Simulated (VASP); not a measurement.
# In (P6_3/mmc) in VASP: single point with r2SCAN

Aim: the single point of In with r2SCAN.

All numbers are computed with VASP 6.6.1; they aren't measurements. Logs are shortened: lines on timing, memory, paths and dates and some standing lists are left out, and cuts for length are marked.

**1. The cell of the first run**

Symmetry: P6_3/mmc, No. 194, hexagonal system. Conventional cell: a = 3.335 Å, b = 3.335 Å, c = 5.509 Å, α = 90.00°, β = 90.00°, γ = 120.00°. In (site symmetry -6m2) has 12 In at 3.34 to 3.36 Å within 4.4 Å.

**2. Single point, r2SCAN**

File POSCAR:

```
In
1.0
    3.3354847820      0.0000000000      0.0000000000
   -1.6677423910      2.8886145552      0.0000000000
    0.0000000000      0.0000000000      5.5091429200
In
2
Direct
    0.3333333300      0.6666666700      0.2500000000
    0.6666666700      0.3333333300      0.7500000000
```

File INCAR.step1:

```
PREC = Accurate
ENCUT = 520
ISMEAR = 0
SIGMA = 0.1
LREAL = False
LASPH = True
NELM = 80
NBANDS = 20
GGA = PE
ALGO = Normal
EDIFF = 1E-4
LWAVE = True
LCHARG = False
```

File INCAR.step2:

```
PREC = Accurate
ENCUT = 520
EDIFF = 1E-7
ISMEAR = 0
SIGMA = 0.1
LREAL = False
LASPH = True
NELM = 80
ALGO = Normal
ISIF = 2
LWAVE = False
LCHARG = False
METAGGA = R2SCAN
LMIXTAU = True
NBANDS = 20
ISTART = 1
```

File KPOINTS:

```
Automatic mesh
0
Gamma
  6 6 4
```

Potentials or basis: VASP PAW PBE potentials, release 64 (In_d).

Command:

```
cat potpaw_PBE.64/In_d/POTCAR > POTCAR
cp INCAR.step1 INCAR
mpirun -np 1 vasp_std > vasp.out
cp INCAR.step2 INCAR
mpirun -np 1 vasp_std > vasp.out
```

OUTCAR:

```text
PREC = Accurate
   ENCUT = 520
   EDIFF = 1E-7
   ISMEAR = 0
   LREAL = False
   LASPH = True
   NELM = 80
   ISIF = 2
   METAGGA = R2SCAN
   ISTART = 1

 ion  position               nearest neighbor table
   1  0.333  0.667  0.250-   2 3.36   2 3.36   2 3.36   2 3.36   2 3.36   2 3.36
   2  0.667  0.333  0.750-   1 3.36   1 3.36   1 3.36   1 3.36   1 3.36   1 3.36

  LATTYP: Found a hexagonal cell.
 ALAT       =     3.3354847820
 C/A-ratio  =     1.6516768266

  Lattice vectors:

 A1 = (   3.3354847820,   0.0000000000,   0.0000000000)
 A2 = (  -1.6677423910,   2.8886145552,   0.0000000000)
 A3 = (   0.0000000000,   0.0000000000,   5.5091429200)

Analysis of symmetry for initial positions (statically):
=====================================================================
 Subroutine PRICEL returns:
 Original cell was already a primitive cell.

 Routine SETGRP: Setting up the symmetry group for a
 hexagonal supercell.

 Subroutine GETGRP returns: Found 24 space group operations
 (whereof 12 operations were pure point group operations)
 out of a pool of 24 trial point group operations.

The static configuration has the point symmetry D_3d.
 The point group associated with its full space group is D_6h.

Analysis of symmetry for dynamics (positions and initial velocities):
=====================================================================
 Subroutine PRICEL returns:
 Original cell was already a primitive cell.

 Routine SETGRP: Setting up the symmetry group for a
 hexagonal supercell.

 Subroutine GETGRP returns: Found 24 space group operations
 (whereof 12 operations were pure point group operations)
 out of a pool of 24 trial point group operations.

The dynamic configuration has the point symmetry D_3d.
 The point group associated with its full space group is D_6h.

 Subroutine INISYM returns: Found 24 space group operations
 (whereof 12 operations are pure point group operations),
 and found     1 'primitive' translations

----------------------------------------------------------------------------------------

                                     Primitive cell

  volume of cell :      53.0802

  direct lattice vectors                    reciprocal lattice vectors
     3.335484782  0.000000000  0.000000000     0.299806495  0.173093360  0.000000000
    -1.667742391  2.888614555  0.000000000     0.000000000  0.346186721  0.000000000
     0.000000000  0.000000000  5.509142920     0.000000000  0.000000000  0.181516438

  length of vectors
     3.335484782  3.335484782  5.509142920     0.346186721  0.346186721  0.181516438

  position of ions in fractional coordinates (direct lattice)
     0.333333330  0.666666670  0.250000000
     0.666666670  0.333333330  0.750000000

  ion indices of the primitive-cell ions
   primitive index   ion index
                 1           1
                 2           2

----------------------------------------------------------------------------------------

 KPOINTS: Automatic mesh

Automatic generation of k-mesh.
 Grid dimensions read from file:
 generate k-points for:    6    6    4

 Generating k-lattice:

  Cartesian coordinates                     Fractional coordinates (reciprocal lattice)
     0.049967749  0.028848893  0.000000000     0.166666667  0.000000000  0.000000000
     0.000000000  0.057697787  0.000000000     0.000000000  0.166666667  0.000000000
     0.000000000  0.000000000  0.045379110     0.000000000  0.000000000  0.250000000

  Length of vectors
     0.057697787  0.057697787  0.045379110

  Shift w.r.t. Gamma in fractional coordinates (k-lattice)
     0.000000000  0.000000000  0.000000000

 Subroutine IBZKPT returns following result:
 ===========================================

 Found     21 irreducible k-points:

 Following reciprocal coordinates:
            Coordinates               Weight
  0.000000  0.000000  0.000000      1.000000
  0.166667  0.000000  0.000000      6.000000
  0.333333  0.000000  0.000000      6.000000
  0.500000  0.000000  0.000000      3.000000
  0.166667  0.166667  0.000000      6.000000
  0.333333  0.166667  0.000000     12.000000
[... 13 lines left out ...]
  0.333333  0.166667  0.500000     12.000000
  0.333333  0.333333  0.500000      2.000000
   k-points           NKPTS =     21   k-points in BZ     NKDIM =     21   number of bands    NBANDS=     20
   number of dos      NEDOS =    301   number of ions     NIONS =      2
   total plane-waves  NPLWV =  32928
   dimension x,y,z NGX =    28 NGY =   28 NGZ =   42
   dimension x,y,z NGXF=    56 NGYF=   56 NGZF=   84
   ions per type =               2
   NGX,Y,Z   is equivalent  to a cutoff of  13.96, 13.96, 12.67 a.u.
   NGXF,Y,Z  is equivalent  to a cutoff of  27.91, 27.91, 25.35 a.u.
 SYSTEM =  unknown system
   PREC   = accura    normal or accurate (medium, high low for compatibility)
   ISTART =      1    job   : 0-new  1-cont  2-samecut
   ICHARG =      0    charge: 1-file 2-atom 10-const
   ISPIN  =      1    spin polarized calculation?
   LNONCOLLINEAR =      F non collinear calculations
   LSORBIT =      F    spin-orbit coupling
   LASPH  =      T    aspherical Exc in radial PAW
   ENCUT  =  520.0 eV  38.22 Ry    6.18 a.u.   6.20  6.20 10.24*2*pi/ulx,y,z
   NELM   =     80;   NELMIN=  2; NELMDL=  0     # of ELM steps
   EDIFF  = 0.1E-06   stopping-criterion for ELM
   LREAL  =      F    real-space projection
   EDIFFG = 0.1E-05   stopping-criterion for IOM
   NSW    =      0    number of steps for IOM
   IBRION =     -1    ionic relax: 0-MD 1-quasi-New 2-CG
   NFREE  =      0    steps in history (QN), initial steepest desc. (CG)
   ISIF   =      2    stress and relaxation
   ISYM   =      2    0-nonsym 1-usesym 2-fastsym
   POTIM  = 0.5000    time-step for ionic-motion
   TEBEG  =    0.0;   TEEND  =   0.0 temperature during run
   PSTRESS=    0.0 pullay stress
   NELECT =      26.0000    total number of electrons
   NUPDOWN=      -1.0000    fix difference up-down
   EMIN   =  10.00;   EMAX   =-10.00  energy-range for DOS
   EFERMI =   0.00;   METHOD = LEGACY
   ISMEAR =     0;   SIGMA  =   0.10  broadening in eV -4-tet -1-fermi 0-gaus
   EFERMI_NEDOS =   21; number of points for ismear=-14 and -15
   IALGO  =     38    algorithm
   IMIX   =      4    mixing-type and parameters
     AMIX     =   0.40;   BMIX     =  1.00
     AMIX_MAG =   1.60;   BMIX_MAG =  1.00
  volume/ion in A,a.u.               =      26.54       179.10
  Fermi-wavevector in a.u.,A,eV,Ry     =   1.290491  2.438675 22.658704  1.665368
  Thomas-Fermi vector in A             =   2.422320
   LORBIT       =      0    0 simple, 1 ext, 2 COOP (PROOUT), +10 PAW based schemes
   METAGGA = R2SCAN    functional components
   LHFCALC =     F    Hartree Fock is set to
   AEXX    =    0.0000 exact exchange contribution
   IVDW    =     0    specifies the selected vdW correction
   LEPSILON=     F    determine dielectric tensor
   LRPA    =     F    only Hartree local field effects (RPA)
 non-spin polarized calculation
 Gauss-broadening in eV      SIGMA  =   0.10
  energy-cutoff  :      520.00
  volume of cell :       53.08
 maximum number of plane-waves:      1460
 NGX is ok and might be reduce to    28
   NGX = 13   NGY = 13   NGZ = 21

 number of electron      26.0000008 magnetization

 Free energy of the ion-electron system (eV)
  ---------------------------------------------------
  ext. energy  EPLUGINS =         0.00000000
  ---------------------------------------------------
  free energy    TOTEN  =       -45.15969033 eV

  energy without entropy =      -45.15479926  energy(sigma->0) =      -45.15724479

 E-fermi :   7.1987     XC(G=0): -11.0136

 val. band max:        7.0905027316   @ k =   0.1667   0.0000   0.2500
 cond. band min:       7.2425653084   @ k =   0.3333   0.3333   0.2500
 fundamental gap:      0.1520625768
 Fermi energy:         7.1987050874

 k-point     1 :       0.0000    0.0000    0.0000
  band No.  band energies     occupation
      1      -7.9775      2.00000
      2      -7.9149      2.00000
      3      -7.8667      2.00000
      4      -7.8667      2.00000
      5      -7.8386      2.00000
      6      -7.8386      2.00000
[... 12 lines left out ...]
     19      18.8952      0.00000
     20      19.2979      0.00000

 k-point     2 :       0.1667    0.0000    0.0000
  band No.  band energies     occupation
      1      -7.9743      2.00000
      2      -7.8978      2.00000
      3      -7.8570      2.00000
      4      -7.8234      2.00000
      5      -7.8076      2.00000
      6      -7.8051      2.00000
[... 12 lines left out ...]
     19      18.5087      0.00000
     20      19.5239      0.00000

 k-point     3 :       0.3333    0.0000    0.0000
  band No.  band energies     occupation
      1      -8.0565      2.00000
      2      -7.9309      2.00000
      3      -7.9071      2.00000
      4      -7.8583      2.00000
      5      -7.7925      2.00000
      6      -7.7365      2.00000
[... 12 lines left out ...]
     19      16.8338      0.00000
     20      18.7600      0.00000

 k-point     4 :       0.5000    0.0000    0.0000
  band No.  band energies     occupation
      1      -8.0990      2.00000
      2      -7.9901      2.00000
      3      -7.9338      2.00000
      4      -7.8814      2.00000
      5      -7.7706      2.00000
      6      -7.7453      2.00000
[... 12 lines left out ...]
     19      16.1220      0.00000
     20      18.2070      0.00000

 k-point     5 :       0.1667    0.1667    0.0000
  band No.  band energies     occupation
      1      -7.9412      2.00000
      2      -7.9402      2.00000
      3      -7.8945      2.00000
      4      -7.8554      2.00000
      5      -7.8024      2.00000
      6      -7.7757      2.00000
[... 12 lines left out ...]
     19      16.8913      0.00000
     20      19.4910      0.00000
[... 284 lines left out ...]
      6      -7.7323      2.00000
[... 12 lines left out ...]
     19      16.3375      0.00000
     20      16.3375      0.00000

 k-point    19 :       0.1667    0.1667    0.5000
  band No.  band energies     occupation
      1      -7.9548      2.00000
      2      -7.9548      2.00000
      3      -7.8707      2.00000
      4      -7.8707      2.00000
      5      -7.7633      2.00000
      6      -7.7633      2.00000
[... 12 lines left out ...]
     19      20.0561      0.00000
     20      20.0561      0.00000

 k-point    20 :       0.3333    0.1667    0.5000
  band No.  band energies     occupation
      1      -7.9750      2.00000
      2      -7.9750      2.00000
      3      -7.8992      2.00000
      4      -7.8992      2.00000
      5      -7.7628      2.00000
      6      -7.7628      2.00000
[... 12 lines left out ...]
     19      18.3771      0.00000
     20      18.3771      0.00000

 k-point    21 :       0.3333    0.3333    0.5000
  band No.  band energies     occupation
      1      -7.9545      2.00000
      2      -7.9545      2.00000
      3      -7.8239      2.00000
      4      -7.8239      2.00000
      5      -7.7399      2.00000
      6      -7.7399      2.00000
[... 12 lines left out ...]
     19      18.2255      0.00000
     20      18.2255      0.00000

------------------------ aborting loop because EDIFF is reached ----------------------------------------

  FORCE on cell =-STRESS in cart. coord.  units (eV):
  Direction    XX          YY          ZZ          XY          YZ          ZX
  --------------------------------------------------------------------------------------
  -------------------------------------------------------------------------------------
  Total       -0.2506804     -0.2506804      0.0346784     -0.0000000      0.0000000      0.0000000
  in kB       -7.5665566     -7.5665566      1.0467365     -0.0000000      0.0000000      0.0000000
  external PRESSURE =      -4.6954589 kB  Pullay stress =       0.0000000 kB

 VOLUME and BASIS-vectors are now :
 -----------------------------------------------------------------------------
  energy-cutoff  :      520.00
  volume of cell :       53.08
      direct lattice vectors                 reciprocal lattice vectors
     3.335484782  0.000000000  0.000000000     0.299806495  0.173093360  0.000000000
    -1.667742391  2.888614555  0.000000000     0.000000000  0.346186721  0.000000000
     0.000000000  0.000000000  5.509142920     0.000000000  0.000000000  0.181516438

 POSITION                                       TOTAL-FORCE (eV/Angst)
 -----------------------------------------------------------------------------------
     -0.00000      1.92574      1.37729        -0.000000      0.000000      0.000000
      1.66774      0.96287      4.13186         0.000000     -0.000000      0.000000
 -----------------------------------------------------------------------------------
    total drift:                               -0.000002      0.000001      0.000000

  FREE ENERGIE OF THE ION-ELECTRON SYSTEM (eV)
  ---------------------------------------------------
  free  energy   TOTEN  =       -45.1596903269 eV

  energy  without entropy=      -45.1547992577  energy(sigma->0) =      -45.15724479
```

Wall time 88 s (1 thread of Intel Xeon Platinum 8488C (Sapphire Rapids), shared host); peak memory 0.18 GiB.

Results:

| Item | Value |
| --- | --- |
| Free energy | -45.1597 eV |
| Pressure | -0.5 GPa |
| Band gap on the k mesh | zero (band 13 reaches 10.86 eV, above the bottom of band 14 at 4.54 eV) |

Caveat: the k points lie up to 0.36 Å⁻¹ apart; the PAW data sets were made with another functional, which shifts forces and pressure a little; spin-orbit coupling is left out, which moves the levels of the heavy elements.
